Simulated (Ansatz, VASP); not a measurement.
One calculation of SnSe, two programs

File INCAR:

```
SYSTEM = SnSe
ALGO     = Normal         ! electronic algorithm
EDIFF    = 1E-6           ! SCF threshold, eV
ENCUT    = 520            ! plane-wave cutoff, eV
GGA      = PS             ! functional
ISIF     = 2              ! what is computed and relaxed
ISMEAR   = 0              ! smearing method
LASPH    = .True.         ! aspherical terms in the spheres
LCHARG   = .False.        ! write CHGCAR
LREAL    = .False.        ! projectors in reciprocal space
LWAVE    = .False.        ! write WAVECAR
NBANDS   = 17             ! bands
NELM     = 80             ! most SCF steps
PREC     = Accurate       ! precision mode
SIGMA    = 0.05           ! smearing width, eV
```

File KPOINTS:

```
k-points
0
Gamma
  10 10 10
  0 0 0
```

Contents of POSCAR:

```
SnSe
1.0
    0.0000000000      2.6485566479      3.7450591002
    2.6485566479      0.0000000000      3.7450591002
    2.6485566479      2.6485566479      0.0000000000
Sn Se
1 1
Direct
    0.0000000000      0.0000000000      0.0000000000
    0.5000000000      0.5000000000      0.5000000000
```

Input for Ansatz:

```yaml
crystal:
  lattice:
    - [0.0, 2.6485566479, 3.7450591002]
    - [2.6485566479, 0.0, 3.7450591002]
    - [2.6485566479, 2.6485566479, 0.0]
  atoms:
    - { symbol: Sn, position: [0.0, 0.0, 0.0] }
    - { symbol: Se, position: [0.5, 0.5, 0.5] }
basis:
  ecutwfc: 420
kpoints:
  mp_grid: { grid: [10, 10, 10] }
hamiltonian:
  xc: pbesol
scf:
  occupations: { method: gaussian, width: 0.05 }
output:
  forces: true
  stress: true
  eigenvalues: true
```

Alike in both runs: task single point; functional PBEsol; k mesh 10 × 10 × 10; occupations gaussian, width 0.05 eV; no spin polarisation.

```csv
,VASP,Ansatz
version,VASP 6.6.1,Ansatz 0.2.0
potentials or method,"VASP PAW PBE potentials, release 64 (Sn_d, Se), cutoff 520 eV","scalar-relativistic, plane waves, PAW"
valence electrons in the cell,20,30
```

VASP gave:

```
gap on the k mesh at the Fermi level (eV)                     : none
pressure (GPa)                                                : 12.6
traceless stress, the component that is largest in VASP (GPa) : -17.21
```

Task: Which values does Ansatz return?

Result: gap on the k mesh at the Fermi level (eV): none; pressure (GPa): 12.6; traceless stress, the component that is largest in VASP (GPa): -17.18.

VASP's potentials were made for PBE, not for PBEsol. A gap of «none» marks a metal or a gap that the smearing closes. The functional is the same, so the differences come from potentials, cutoffs and numerics. VASP's potentials hold 20 valence electrons a cell and Ansatz's 30, so a difference there can come from the potentials and not from the codes.
